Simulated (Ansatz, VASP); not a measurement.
## Al2Au in VASP and in Ansatz

```
Al Au
1.0
     4.28562    0.00000    0.00000
    -2.14281    3.71145    0.00000
     0.00000    0.00000   23.74798
Al Au
6 3
Direct
  0.00000 0.00000 0.32535
  0.33333 0.66667 0.38851
  0.66667 0.33333 0.46473
  0.00000 0.00000 0.53527
  0.33333 0.66667 0.61149
  0.66667 0.33333 0.67465
  0.66667 0.33333 0.35370
  0.33333 0.66667 0.50000
  0.00000 0.00000 0.64630
```

Alike in both runs: functional PBE; k mesh 9 × 9 × 1; occupations gaussian, width 0.1 eV; no spin polarisation.

Ansatz relaxed the structure, and its values are those at the end. VASP's run is a single point on that final structure, the one shown.

```csv
,VASP,Ansatz
version,VASP 6.6.1,Ansatz 0.2.0
potentials or method,"VASP PAW PBE potentials, release 64 (Al, Au), cutoff 520 eV","scalar-relativistic, plane waves, PAW"
valence electrons in the cell,51,75
```

|  | VASP | Ansatz | Ansatz less VASP |
| --- | --- | --- | --- |
| gap on the k mesh at the Fermi level (eV) | none | none | - |
| rms of the force components (eV/Å) | 0.003 | 0.002 | -0.0014 |
| work function, face that differs most (eV) | 4.18 | 4.17 | -0.002 |

A gap of «none» marks a metal or a gap that the smearing closes. VASP's potentials hold 51 valence electrons a cell and Ansatz's 75, so a difference there can come from the potentials and not from the codes. Ansatz's warnings: xc potential rough in thin density.

Neither program's run includes spin-orbit coupling.
